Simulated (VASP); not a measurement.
# PtS2 (P-3m1) in VASP: a series of runs

Runs on PtS2. Level: PBE. Tasks: single point.

Everything below comes from runs of VASP 6.6.1. Logs are shortened: lines on timing, memory, paths and dates and some standing lists are left out, and cuts for length are marked.

## 1. The cell of the first run

The structure is trigonal, space group P-3m1 (No. 164). Conventional cell: a = 3.543 Å, b = 3.543 Å, c = 5.039 Å, α = 90.00°, β = 90.00°, γ = 120.00°. Pt (site symmetry -3m) has 6 S at 2.34 Å within 3.1 Å. S (site symmetry 3m) has 3 Pt at 2.34 Å and 3 S at 3.07 Å within 3.1 Å.

## 2. Single point, PBE

INCAR

```
SYSTEM = PtS2
ALGO     = Normal         ! electronic algorithm
EDIFF    = 1E-6           ! SCF threshold, eV
ENCUT    = 500            ! plane-wave cutoff, eV
GGA      = PE             ! functional
GGA_COMPAT= .False.      
ISIF     = 2              ! what is computed and relaxed
ISMEAR   = -1             ! smearing method
LASPH    = .True.         ! aspherical terms in the spheres
LCHARG   = .False.        ! write CHGCAR
LREAL    = .False.        ! projectors in reciprocal space
LWAVE    = .False.        ! write WAVECAR
NBANDS   = 18             ! bands
NELM     = 120            ! most SCF steps
PREC     = Accurate       ! precision mode
SIGMA    = 0.1            ! smearing width, eV
```

KPOINTS

```
k-points
0
Gamma
  7 7 4
  0 0 0
```

POSCAR

```
PtS2
1.0
    3.5432000000      0.0000000000      0.0000000000
   -1.7716000000      3.0685012107      0.0000000000
    0.0000000000      0.0000000000      5.0388000000
Pt S
1 2
Direct
    0.0000000000      0.0000000000      0.0000000000
    0.3333333333      0.6666666667      0.2270000000
    0.6666666667      0.3333333333      0.7730000000
```

Potentials or basis: VASP PAW PBE potentials, release 64 (Pt, S).

Command:

```sh
$ cat potpaw_PBE.64/Pt/POTCAR potpaw_PBE.64/S/POTCAR > POTCAR
$ mpirun -np 1 vasp_std > vasp.out
```

OUTCAR:

```text
SYSTEM = PtS2
   EDIFF = 1E-6
   ENCUT = 500
   GGA = PE
   ISIF = 2
   ISMEAR = -1
   LASPH = .True.
   LREAL = .False.
   NELM = 120
   PREC = Accurate

 ion  position               nearest neighbor table
   1  0.000  0.000  0.000-   2 2.34   3 2.34   3 2.34   2 2.34   3 2.34   2 2.34
   2  0.333  0.667  0.227-   1 2.34   1 2.34   1 2.34
   3  0.667  0.333  0.773-   1 2.34   1 2.34   1 2.34

  LATTYP: Found a hexagonal cell.
 ALAT       =     3.5432000000
 C/A-ratio  =     1.4221043125

  Lattice vectors:

 A1 = (   3.5432000000,   0.0000000000,   0.0000000000)
 A2 = (  -1.7716000000,   3.0685012107,   0.0000000000)
 A3 = (   0.0000000000,   0.0000000000,   5.0388000000)

Analysis of symmetry for initial positions (statically):
=====================================================================
 Subroutine PRICEL returns:
 Original cell was already a primitive cell.

 Routine SETGRP: Setting up the symmetry group for a
 hexagonal supercell.

 Subroutine GETGRP returns: Found 12 space group operations
 (whereof 12 operations were pure point group operations)
 out of a pool of 24 trial point group operations.

The static configuration has the point symmetry D_3d.

Analysis of symmetry for dynamics (positions and initial velocities):
=====================================================================
 Subroutine PRICEL returns:
 Original cell was already a primitive cell.

 Routine SETGRP: Setting up the symmetry group for a
 hexagonal supercell.

 Subroutine GETGRP returns: Found 12 space group operations
 (whereof 12 operations were pure point group operations)
 out of a pool of 24 trial point group operations.

The dynamic configuration has the point symmetry D_3d.

 Subroutine INISYM returns: Found 12 space group operations
 (whereof 12 operations are pure point group operations),
 and found     1 'primitive' translations

----------------------------------------------------------------------------------------

                                     Primitive cell

  volume of cell :      54.7834

  direct lattice vectors                    reciprocal lattice vectors
     3.543200000  0.000000000  0.000000000     0.282230752  0.162946001  0.000000000
    -1.771600000  3.068501211  0.000000000     0.000000000  0.325892001  0.000000000
     0.000000000  0.000000000  5.038800000     0.000000000  0.000000000  0.198459951

  length of vectors
     3.543200000  3.543200000  5.038800000     0.325892001  0.325892001  0.198459951

  position of ions in fractional coordinates (direct lattice)
     0.000000000  0.000000000  0.000000000
     0.333333333  0.666666667  0.227000000
     0.666666667  0.333333333  0.773000000

  ion indices of the primitive-cell ions
   primitive index   ion index
                 1           1
                 2           2
                 3           3

----------------------------------------------------------------------------------------

 KPOINTS: k-points

Automatic generation of k-mesh.
 Grid dimensions read from file:
 generate k-points for:    7    7    4

 Generating k-lattice:

  Cartesian coordinates                     Fractional coordinates (reciprocal lattice)
     0.040318679  0.023278000  0.000000000     0.142857143  0.000000000  0.000000000
     0.000000000  0.046556000  0.000000000     0.000000000  0.142857143  0.000000000
     0.000000000  0.000000000  0.049614988     0.000000000  0.000000000  0.250000000

  Length of vectors
     0.046556000  0.046556000  0.049614988

  Shift w.r.t. Gamma in fractional coordinates (k-lattice)
     0.000000000  0.000000000  0.000000000

 Subroutine IBZKPT returns following result:
 ===========================================

 Found     28 irreducible k-points:

 Following reciprocal coordinates:
            Coordinates               Weight
  0.000000  0.000000  0.000000      1.000000
  0.142857  0.000000  0.000000      6.000000
  0.285714  0.000000  0.000000      6.000000
  0.428571  0.000000  0.000000      6.000000
  0.142857  0.142857  0.000000      6.000000
  0.285714  0.142857  0.000000     12.000000
[... 16 lines left out ...]
  0.285714  0.000000  0.500000      6.000000
  0.428571  0.000000  0.500000      6.000000
 [... further k-points ...]
   k-points           NKPTS =     28   k-points in BZ     NKDIM =     28   number of bands    NBANDS=     18
   number of dos      NEDOS =    301   number of ions     NIONS =      3
   total plane-waves  NPLWV =  31360
   dimension x,y,z NGX =    28 NGY =   28 NGZ =   40
   dimension x,y,z NGXF=    56 NGYF=   56 NGZF=   80
   ions per type =               1   2
   NGX,Y,Z   is equivalent  to a cutoff of  13.14, 13.14, 13.20 a.u.
   NGXF,Y,Z  is equivalent  to a cutoff of  26.28, 26.28, 26.39 a.u.
 SYSTEM =  PtS2
   PREC   = accura    normal or accurate (medium, high low for compatibility)
   ISTART =      0    job   : 0-new  1-cont  2-samecut
   ICHARG =      2    charge: 1-file 2-atom 10-const
   ISPIN  =      1    spin polarized calculation?
   LNONCOLLINEAR =      F non collinear calculations
   LSORBIT =      F    spin-orbit coupling
   LASPH  =      T    aspherical Exc in radial PAW
   ENCUT  =  500.0 eV  36.75 Ry    6.06 a.u.   6.46  6.46  9.19*2*pi/ulx,y,z
   NELM   =    120;   NELMIN=  2; NELMDL= -5     # of ELM steps
   EDIFF  = 0.1E-05   stopping-criterion for ELM
   LREAL  =      F    real-space projection
   EDIFFG = 0.1E-04   stopping-criterion for IOM
   NSW    =      0    number of steps for IOM
   IBRION =     -1    ionic relax: 0-MD 1-quasi-New 2-CG
   NFREE  =      0    steps in history (QN), initial steepest desc. (CG)
   ISIF   =      2    stress and relaxation
   ISYM   =      2    0-nonsym 1-usesym 2-fastsym
   POTIM  = 0.5000    time-step for ionic-motion
   TEBEG  =    0.0;   TEEND  =   0.0 temperature during run
   PSTRESS=    0.0 pullay stress
   NELECT =      22.0000    total number of electrons
   NUPDOWN=      -1.0000    fix difference up-down
   EMIN   =  10.00;   EMAX   =-10.00  energy-range for DOS
   EFERMI =   0.00;   METHOD = LEGACY
   ISMEAR =    -1;   SIGMA  =   0.10  broadening in eV -4-tet -1-fermi 0-gaus
   EFERMI_NEDOS =   21; number of points for ismear=-14 and -15
   IALGO  =     38    algorithm
   IMIX   =      4    mixing-type and parameters
     AMIX     =   0.40;   BMIX     =  1.00
     AMIX_MAG =   1.60;   BMIX_MAG =  1.00
  volume/ion in A,a.u.               =      18.26       123.23
  Fermi-wavevector in a.u.,A,eV,Ry     =   1.207812  2.282434 19.848315  1.458810
  Thomas-Fermi vector in A             =   2.343439
   LORBIT       =      0    0 simple, 1 ext, 2 COOP (PROOUT), +10 PAW based schemes
   GGA     = PE    functional components
   LHFCALC =     F    Hartree Fock is set to
   AEXX    =    0.0000 exact exchange contribution
   IVDW    =     0    specifies the selected vdW correction
   LEPSILON=     F    determine dielectric tensor
   LRPA    =     F    only Hartree local field effects (RPA)
 non-spin polarized calculation
  energy-cutoff  :      500.00
  volume of cell :       54.78
 maximum number of plane-waves:      1411
 NGX is ok and might be reduce to    28
   NGX = 13   NGY = 13   NGZ = 19

 number of electron      22.0000001 magnetization

 Free energy of the ion-electron system (eV)
  ---------------------------------------------------
  ext. energy  EPLUGINS =         0.00000000
  ---------------------------------------------------
  free energy    TOTEN  =       -15.26946966 eV

  energy without entropy =      -15.26745138  energy(sigma->0) =      -15.26846052

 E-fermi :   7.1409     XC(G=0): -10.5742

 val. band max:        6.6794257897   @ k =   0.0000   0.1429   0.2500
 cond. band min:       7.5269297643   @ k =   0.0000   0.2857   0.2500
 fundamental gap:      0.8475039746
 Fermi energy:         7.1408726531

 k-point     1 :       0.0000    0.0000    0.0000
  band No.  band energies     occupation
      1      -8.8190      2.00000
      2      -5.5778      2.00000
      3      -0.2977      2.00000
      4      -0.2977      2.00000
      5      -0.1778      2.00000
      6       2.7623      2.00000
[... 10 lines left out ...]
     17      14.6633      0.00000
     18      18.7826      0.00000

 k-point     2 :       0.1429    0.0000    0.0000
  band No.  band energies     occupation
      1      -8.5481      2.00000
      2      -5.7466      2.00000
      3      -0.1157      2.00000
      4      -0.0886      2.00000
      5       0.1023      2.00000
      6       2.3549      2.00000
[... 10 lines left out ...]
     17      15.4781      0.00000
     18      17.2547      0.00000

 k-point     3 :       0.2857    0.0000    0.0000
  band No.  band energies     occupation
      1      -7.8285      2.00000
      2      -6.1025      2.00000
      3       0.1523      2.00000
      4       0.2900      2.00000
      5       0.9345      2.00000
      6       1.3122      2.00000
[... 10 lines left out ...]
     17      15.7476      0.00000
     18      15.8885      0.00000

 k-point     4 :       0.4286    0.0000    0.0000
  band No.  band energies     occupation
      1      -7.0120      2.00000
      2      -6.4375      2.00000
      3      -0.6366      2.00000
      4       0.5393      2.00000
      5       1.3993      2.00000
      6       2.0698      2.00000
[... 375 lines left out ...]
      4      -0.1022      2.00000
      5       1.2370      2.00000
      6       2.3141      2.00000
[... 10 lines left out ...]
     17      15.3248      0.00000
     18      15.6960      0.00000

 k-point    23 :       0.2857    0.0000    0.5000
  band No.  band energies     occupation
      1      -7.5756      2.00000
      2      -6.4424      2.00000
      3      -0.2573      2.00000
      4       0.2652      2.00000
      5       0.8337      2.00000
      6       2.0180      2.00000
[... 10 lines left out ...]
     17      17.0014      0.00000
     18      17.0412      0.00000

 k-point    24 :       0.4286    0.0000    0.5000
  band No.  band energies     occupation
      1      -6.9622      2.00000
      2      -6.4206      2.00000
      3      -0.8917      2.00000
      4       0.4521      2.00000
      5       1.0379      2.00000
      6       2.1090      2.00000
[... 10 lines left out ...]
     17      17.0288      0.00000
     18      17.1525      0.00000

 [... further k-points ...]
[... 5 lines left out ...]
  --------------------------------------------------------------------------------------
  -------------------------------------------------------------------------------------
  Total        3.9564562      3.9564562      3.4637152      0.0000000      0.0000000      0.0000000
  in kB      115.7091912    115.7091912    101.2986543      0.0000000      0.0000000      0.0000000
  external PRESSURE =     110.9056789 kB  Pullay stress =       0.0000000 kB

 VOLUME and BASIS-vectors are now :
 -----------------------------------------------------------------------------
  energy-cutoff  :      500.00
  volume of cell :       54.78
      direct lattice vectors                 reciprocal lattice vectors
     3.543200000  0.000000000  0.000000000     0.282230752  0.162946001  0.000000000
    -1.771600000  3.068501211  0.000000000     0.000000000  0.325892001  0.000000000
     0.000000000  0.000000000  5.038800000     0.000000000  0.000000000  0.198459951

 POSITION                                       TOTAL-FORCE (eV/Angst)
 -----------------------------------------------------------------------------------
      0.00000      0.00000      0.00000        -0.000000      0.000000      0.000000
     -0.00000      2.04567      1.14381         0.000000      0.000000      1.213374
      1.77160      1.02283      3.89499         0.000000     -0.000000     -1.213374
 -----------------------------------------------------------------------------------
    total drift:                                0.000000     -0.000000      0.000000

  FREE ENERGIE OF THE ION-ELECTRON SYSTEM (eV)
  ---------------------------------------------------
  free  energy   TOTEN  =       -15.2694696603 eV

  energy  without entropy=      -15.2674513800  energy(sigma->0) =      -15.26846052
```

Wall time 11 s (1 thread of Intel Xeon 6975P-C (Granite Rapids), shared host); peak memory 0.18 GiB.

What came out:

| Item | Value |
| --- | --- |
| Free energy | -15.2695 eV |
| Pressure | 11.1 GPa |
| Largest force | 1.213 eV/Å |
| Band gap on the k mesh | 0.85 eV, indirect (least direct gap 1.03 eV) |

Forces on the atoms (eV/Å):
```
Pt   0.000  0.000  0.000
S    0.000  0.000  1.213
S    0.000  0.000 -1.213
```

Levels at points of the mesh, in eV from the valence-band top:
```tsv
k point	band 7	band 8	band 9	band 10	band 11	band 12	band 13	band 14	band 15	band 16
(0.00, 0.00, 0.00)	-3.92	-1.73	-1.08	-1.08	-0.06	2.52	2.52	4.85	5.83	7.98
(0.00, 0.00, 0.50)	-3.94	-2.42	-1.27	-1.27	-0.86	2.99	2.99	5.53	7.44	7.67
```

Caveat: spin-orbit coupling is left out, which moves the levels of the heavy elements; forces of over 1 eV/Å act on the atoms, so gaps and moduli don't describe the material at rest. A k mesh can miss the band edges.

## 3. Single point, PBE

INCAR

```
ALGO     = Normal         # electronic algorithm
EDIFF    = 1E-6           # SCF threshold, eV
ENCUT    = 500            # plane-wave cutoff, eV
GGA      = PE             # functional
GGA_COMPAT= F            
ISIF     = 2              # what is computed and relaxed
ISMEAR   = -1             # smearing method
LASPH    = T              # aspherical terms in the spheres
LCHARG   = F              # write CHGCAR
LREAL    = F              # projectors in reciprocal space
LWAVE    = F              # write WAVECAR
NBANDS   = 18             # bands
NELM     = 120            # most SCF steps
PREC     = Accurate       # precision mode
SIGMA    = 0.1            # smearing width, eV
```

KPOINTS

```
k-points
0
Gamma
  7 7 4
```

POSCAR is that of step 2.

Potentials or basis: VASP PAW PBE potentials, release 64 (Pt, S).

Command:

```sh
$ cat potpaw_PBE.64/Pt/POTCAR potpaw_PBE.64/S/POTCAR > POTCAR
$ mpirun -np 1 vasp_std > vasp.out
```

Run time: 12 s. Hardware: 1 thread of Intel Xeon 6975P-C (Granite Rapids), shared host; peak memory 0.18 GiB.

The run converged. Its results:

```yaml
Free_energy: -15.2695 eV
Pressure: 11.1 GPa
Largest_force: 1.213 eV/Å
Band_gap_on_the_k_mesh: 0.85 eV, indirect (least direct gap 1.03 eV)
```

Forces on the atoms (eV/Å):
```
Pt   0.000  0.000  0.000
S    0.000  0.000  1.213
S    0.000  0.000 -1.213
```

Stress tensor (GPa, compression positive):
```
11.57  0.00  0.00
 0.00 11.57  0.00
 0.00  0.00 10.13
```

Levels at points of the mesh, in eV from the valence-band top:
```tsv
k point	band 8	band 9	band 10	band 11	band 12	band 13	band 14	band 15
(0.00, 0.00, 0.00)	-1.73	-1.08	-1.08	-0.06	2.52	2.52	4.85	5.83
(0.00, 0.00, 0.50)	-2.42	-1.27	-1.27	-0.86	2.99	2.99	5.53	7.44
```

Caveat: spin-orbit coupling is left out, which moves the levels of the heavy elements; forces of over 1 eV/Å act on the atoms, so gaps and moduli don't describe the material at rest. PBE gaps usually lie below the measured ones, often by a third to a half.
